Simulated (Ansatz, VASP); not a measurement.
## One calculation of BaO, two programs

The input INCAR:

```
PREC = Accurate
ENCUT = 600
EDIFF = 1E-6
ISMEAR = 0
SIGMA = 0.01
LREAL = False
LASPH = True
NELM = 120
ALGO = Normal
ISIF = 2
LWAVE = False
LCHARG = False
GGA = PE
NBANDS = 15
GGA_COMPAT = False
```

File KPOINTS:

```
Automatic mesh
0
Gamma
  6 6 6
```

Contents of POSCAR:

```
BaO
1.0
    0.0000000000      2.6746192721      2.6746192721
    2.6746192721      0.0000000000      2.6746192721
    2.6746192721      2.6746192721      0.0000000000
Ba O
1 1
Direct
    0.0000000000      0.0000000000      0.0000000000
    0.5000000000      0.5000000000      0.5000000000
```

Input for Ansatz:

```yaml
crystal:
  lattice:
    - [0.0, 2.674619272101854, 2.674619272101854]
    - [2.674619272101854, 0.0, 2.674619272101854]
    - [2.674619272101854, 2.674619272101854, 0.0]
  atoms:
    - { symbol: Ba, position: [0.0, 0.0, 0.0] }
    - { symbol: O, position: [0.5, 0.5, 0.5] }
basis:
  ecutwfc: 550.0
kpoints:
  mp_grid:
    grid: [6, 6, 6]
hamiltonian:
  xc: pbe
scf:
  occupations:
    method: fixed
output:
  stress: true
```

Alike in both runs: task single point; functional PBE; k mesh 6 × 6 × 6; no spin polarisation.

|  | VASP | Ansatz |
| --- | --- | --- |
| version | VASP 6.6.1 | Ansatz 0.2.0 |
| potentials or method | VASP PAW PBE potentials, release 64 (Ba_sv, O), cutoff 600 eV | plane waves, PAW |
| occupations | gaussian, width 0.01 eV | fixed |
| valence electrons in the cell | 16 | 16 |

```tsv
	VASP	Ansatz	Ansatz less VASP
pressure (GPa)	13.8	11.3	-2.51
```

Spin-orbit coupling is off throughout.
